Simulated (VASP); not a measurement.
CoO:

```
Co O
1.0
     1.63364    0.94318    2.61681
    -1.63364    0.94318    2.61681
     0.00000   -1.88637    2.61681
Co O
1 1
Direct
  0.99898 0.99898 0.99898
  0.75102 0.75102 0.75102
```

Base run:

| Property | Result |
| --- | --- |
| Program | VASP 6.6.1 |
| Functional | r2SCAN |
| Potentials or basis | VASP PAW PBE potentials, release 64 (Co, O) |
| Cutoff | 520 eV |
| k mesh | 10 × 10 × 10 |
| Occupations | fermi-dirac, width 0.05 eV |
| Spin | collinear spin, ferromagnetic start |
| Starting moments | [2.0, 0.0] μB |

Its results: pressure -4.6 GPa; net moment 3.00 μB per cell; site moments Co +2.64; O +0.26 μB; largest force 0.289 eV/Å.

Question: The run is repeated on the same cell with these changes: functional from r2SCAN to PBEsol; further incar settings from ALGO = Normal; EDIFF = 1e-06; NBANDS = 18 to ALGO = Normal; EDIFF = 1e-07; NBANDS = 18. What comes out?

Answer: Pressure -13.9 GPa; net moment 2.92 μB per cell; site moments Co +2.50; O +0.33 μB; largest force 0.167 eV/Å.

Caveats: the PAW data sets were made with another functional, which shifts forces and pressure a little; a cell with one magnetic atom can't hold antiferromagnetic order, which such compounds often take.
